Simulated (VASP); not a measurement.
# Pd (P6_3/mmc) in VASP: notebook, part 2 of 2

VASP 6.6.1. Earlier steps stand in the parts before.

## (4) Single point, LDA, collinear spin (15.88 Å³/atom)

This run uses another cell than the first one, of 15.88 Å³/atom.

Input file INCAR:

```
PREC = Accurate
ENCUT = 520
EDIFF = 1E-6
ISMEAR = -1
SIGMA = 0.05
LREAL = F
LASPH = T
NELM = 150
ALGO = Normal
ISIF = 2
LWAVE = F
LCHARG = F
ISPIN = 2
MAGMOM = 0.5 0.5 0.5 0.5
LORBIT = 11
LMAXMIX = 4
NBANDS = 32
```

Input file KPOINTS:

```
Automatic mesh
0
Gamma
  15 15 4
```

Input file POSCAR:

```
Pd
1.0
    2.8096865855      0.0000000000      0.0000000000
   -1.4048432928      2.4332599597      0.0000000000
    0.0000000000      0.0000000000      9.2906820609
Pd
4
Direct
    0.0000000000      0.0000000000      0.0000000000
    1.0000000000      0.0000000000      0.5000000000
    0.3333333333      0.6666666667      0.2500000000
    0.6666666667      0.3333333333      0.7500000000
```

Potentials or basis: VASP PAW LDA potentials, release 64 (Pd).

Run with:

```console
$ cat potpaw_LDA.64/Pd/POTCAR > POTCAR
$ mpirun -np 1 vasp_std > vasp.out
```

OUTCAR:

```text
PREC = Accurate
   ENCUT = 520
   EDIFF = 1E-6
   ISMEAR = -1
   LREAL = F
   LASPH = T
   NELM = 150
   ISIF = 2
   ISPIN = 2
   LORBIT = 11

 ion  position               nearest neighbor table
   1  0.000  0.000  0.000-   3 2.83   4 2.83   4 2.83   3 2.83   4 2.83   3 2.83
   2  0.000  0.000  0.500-   3 2.83   4 2.83   4 2.83   3 2.83   4 2.83   3 2.83
   3  0.333  0.667  0.250-   1 2.83   2 2.83   1 2.83   2 2.83   1 2.83   2 2.83
   4  0.667  0.333  0.750-   1 2.83   2 2.83   1 2.83   2 2.83   1 2.83   2 2.83

  LATTYP: Found a hexagonal cell.
 ALAT       =     2.8096865855
 C/A-ratio  =     3.3066613582

  Lattice vectors:

 A1 = (   2.8096865855,   0.0000000000,   0.0000000000)
 A2 = (  -1.4048432928,   2.4332599597,   0.0000000000)
 A3 = (   0.0000000000,   0.0000000000,   9.2906820609)

Analysis of symmetry for initial positions (statically):
=====================================================================
 Subroutine PRICEL returns:
 Original cell was already a primitive cell.

 Routine SETGRP: Setting up the symmetry group for a
 hexagonal supercell.

 Subroutine GETGRP returns: Found 24 space group operations
 (whereof 12 operations were pure point group operations)
 out of a pool of 24 trial point group operations.

The static configuration has the point symmetry D_3d.
 The point group associated with its full space group is D_6h.

Analysis of symmetry for dynamics (positions and initial velocities):
=====================================================================
 Subroutine PRICEL returns:
 Original cell was already a primitive cell.

 Routine SETGRP: Setting up the symmetry group for a
 hexagonal supercell.

 Subroutine GETGRP returns: Found 24 space group operations
 (whereof 12 operations were pure point group operations)
 out of a pool of 24 trial point group operations.

The dynamic configuration has the point symmetry D_3d.
 The point group associated with its full space group is D_6h.

Analysis of structural, dynamic, and magnetic symmetry:
=====================================================================
 Subroutine PRICEL returns:
[... 159 lines left out ...]

  energy without entropy =      -25.43346990  energy(sigma->0) =      -25.47540312

 E-fermi :   8.3864     XC(G=0): -13.0704

 val. band max:        8.3800513419   @ k =   0.4667   0.0000   0.5000
 cond. band min:       8.3865620107   @ k =   0.4667   0.0667   0.0000
 fundamental gap:      0.0065106687
 Fermi energy:         8.3863590183

 spin component 1

 k-point     1 :       0.0000    0.0000    0.0000
  band No.  band energies     occupation
      1       1.6988      1.00000
      2       3.2883      1.00000
      3       3.2943      1.00000
      4       3.5646      1.00000
      5       5.7583      1.00000
      6       5.7616      1.00000
[... 829 lines left out ...]
     31      19.9602      0.00000
     32      20.5449      0.00000

 [... further k-points ...]

 spin component 2

 k-point     1 :       0.0000    0.0000    0.0000
  band No.  band energies     occupation
      1       1.6989      1.00000
      2       3.2886      1.00000
      3       3.2946      1.00000
      4       3.5652      1.00000
      5       5.7588      1.00000
      6       5.7624      1.00000
[... 829 lines left out ...]
     31      19.9605      0.00000
     32      20.5453      0.00000

 [... further k-points ...]
[... 5 lines left out ...]
  --------------------------------------------------------------------------------------
  -------------------------------------------------------------------------------------
  Total       -7.3811176     -7.3811176     -7.3877139      0.0000000      0.0000000     -0.0000000
  in kB     -186.1824423   -186.1824423   -186.3488288      0.0000000      0.0000000     -0.0000000
  external PRESSURE =    -186.2379045 kB  Pullay stress =       0.0000000 kB

 VOLUME and BASIS-vectors are now :
 -----------------------------------------------------------------------------
  energy-cutoff  :      520.00
  volume of cell :       63.52
      direct lattice vectors                 reciprocal lattice vectors
     2.809686586  0.000000000  0.000000000     0.355911583  0.205485648  0.000000000
    -1.404843293  2.433259960  0.000000000     0.000000000  0.410971296  0.000000000
     0.000000000  0.000000000  9.290682061     0.000000000  0.000000000  0.107634724

 POSITION                                       TOTAL-FORCE (eV/Angst)
 -----------------------------------------------------------------------------------
      0.00000      0.00000      0.00000         0.000000      0.000000     -0.000000
      0.00000      0.00000      4.64534         0.000000      0.000000     -0.000000
     -0.00000      1.62217      2.32267        -0.000000      0.000000     -0.000000
      1.40484      0.81109      6.96801         0.000000      0.000000      0.000000
 -----------------------------------------------------------------------------------
    total drift:                               -0.000000      0.000000      0.000000

  FREE ENERGIE OF THE ION-ELECTRON SYSTEM (eV)
  ---------------------------------------------------
  free  energy   TOTEN  =       -25.5173363373 eV

  energy  without entropy=      -25.4334698982  energy(sigma->0) =      -25.47540312

 total charge

# of ion       s       p       d       tot
------------------------------------------
    1        0.454   0.410   8.430   9.295
    2        0.454   0.410   8.430   9.295
    3        0.455   0.412   8.426   9.293
    4        0.455   0.412   8.426   9.293
--------------------------------------------------
tot          1.818   1.645  33.711  37.175

 magnetization (x)

# of ion       s       p       d       tot
------------------------------------------
    1        0.000  -0.000   0.001   0.001
    2        0.000  -0.000   0.001   0.001
    3        0.000  -0.000   0.001   0.001
    4        0.000  -0.000   0.001   0.001
--------------------------------------------------
tot          0.000  -0.000   0.004   0.004
```

OSZICAR:

```text
N       E                     dE             d eps       ncg     rms          rms(c)
DAV:   1     0.254157183496E+03    0.25416E+03   -0.19586E+04 10368   0.121E+03
DAV:   2    -0.200715586476E+02   -0.27423E+03   -0.25793E+03 11328   0.289E+02
DAV:   3    -0.266955157635E+02   -0.66240E+01   -0.65362E+01 12168   0.495E+01
[... 12 lines left out ...]
DAV:  16    -0.255172329211E+02   -0.20825E-03   -0.18898E-04 11336   0.920E-02    0.492E-02
DAV:  17    -0.255173273494E+02   -0.94428E-04   -0.17232E-04 11848   0.864E-02    0.154E-02
DAV:  18    -0.255173338727E+02   -0.65234E-05   -0.99670E-06 11648   0.182E-02    0.898E-03
DAV:  19    -0.255173361569E+02   -0.22842E-05   -0.43406E-06  9672   0.140E-02    0.327E-03
DAV:  20    -0.255173363373E+02   -0.18043E-06   -0.25804E-07  5768   0.311E-03
   1 F= -.25517336E+02 E0= -.25475403E+02  d E =-.838664E-01  mag=     0.0011
```

It took 10 min on 1 thread of Oxide Virtual Turin-like, shared host; peak memory 0.29 GiB.

Results:

- Free energy: -25.5173 eV
- Pressure: -18.6 GPa
- Band gap on the k mesh: zero (filled and empty bands overlap)
- Net moment: 0.00 μB per cell
- Valence electrons inside the program's atomic spheres: Pd 9.29

Caveat: the cell stands under tension.
